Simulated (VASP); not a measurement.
Input of a VASP 6.6.1 run:

File INCAR:

```
SYSTEM = NiO
ALGO = Normal
EDIFF = 1E-6
ENCUT = 700
GGA_COMPAT = .False.
ISIF = 2
ISMEAR = -1
ISPIN = 2
LASPH = .True.
LCHARG = .True.
LELF = .True.
LMAXMIX = 4
LORBIT = 11
LREAL = .False.
LVHAR = .True.
LWAVE = .False.
MAGMOM = 1 0
NBANDS = 23
NELM = 200
PREC = Accurate
SIGMA = 0.05
```

File KPOINTS:

```
k-points
0
Gamma
  11 11 11
  0 0 0
```

The input POSCAR:

```
NiO
1.0
    0.0000000000      2.0577103256      2.0577103256
    2.0577103256      0.0000000000      2.0577103256
    2.0577103256      2.0577103256      0.0000000000
Ni O
1 1
Direct
    0.0000000000      0.0000000000      0.0000000000
    0.5000000000      0.5000000000      0.5000000000
```

Potentials or basis: VASP PAW LDA potentials, release 64 (Ni_sv_GW, O).

The run is started by

```bash
$ cat potpaw_LDA.64/Ni_sv_GW/POTCAR potpaw_LDA.64/O/POTCAR > POTCAR
$ mpirun -np 1 vasp_std > vasp.out
```

Problem. What does it give for the site moments?

Solution. Ni +0.23; O +0.04 μB.

Problem. What does it give for the pressure?

Solution. -12.8 GPa.

Problem. What does it give for the net moment?

Solution. 0.27 μB per cell.

Caveat: the cell stands under tension.
